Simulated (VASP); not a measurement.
Input of a VASP 6.6.1 run:

The input INCAR:

```
SYSTEM = MgB2
ALGO = Normal
EDIFF = 1E-6
ENCUT = 520
GGA = PE
ISIF = 2
ISMEAR = 0
LASPH = .True.
LCHARG = .False.
LREAL = .False.
LWAVE = .False.
NBANDS = 11
NELM = 100
PREC = Accurate
SIGMA = 0.1
```

Contents of KPOINTS:

```
k-points
0
Gamma
  24 24 18
  0 0 0
```

POSCAR

```
MgB2
1.0
    3.0753710793      0.0000000000      0.0000000000
   -1.5376855397      2.6633494808      0.0000000000
    0.0000000000      0.0000000000      3.5241503870
Mg B
1 2
Direct
    0.0000000000      0.0000000000      0.0000000000
    0.3333333333      0.6666666667      0.5000000000
    0.6666666667      0.3333333333      0.5000000000
```

Potentials or basis: VASP PAW PBE potentials, release 64 (Mg, B).

Run with:

```sh
$ cat potpaw_PBE.64/Mg/POTCAR potpaw_PBE.64/B/POTCAR > POTCAR
$ mpirun -np 1 vasp_std > vasp.out
```

Q: Predict the band gap on the k mesh.

A: Zero (bands 4 and 5 overlap by 3.79 eV).

Q: Estimate the pressure.

A: -0.3 GPa.

Stress tensor (GPa, compression positive):
```
-0.19  0.00  0.00
 0.00 -0.19  0.00
 0.00  0.00 -0.41
```
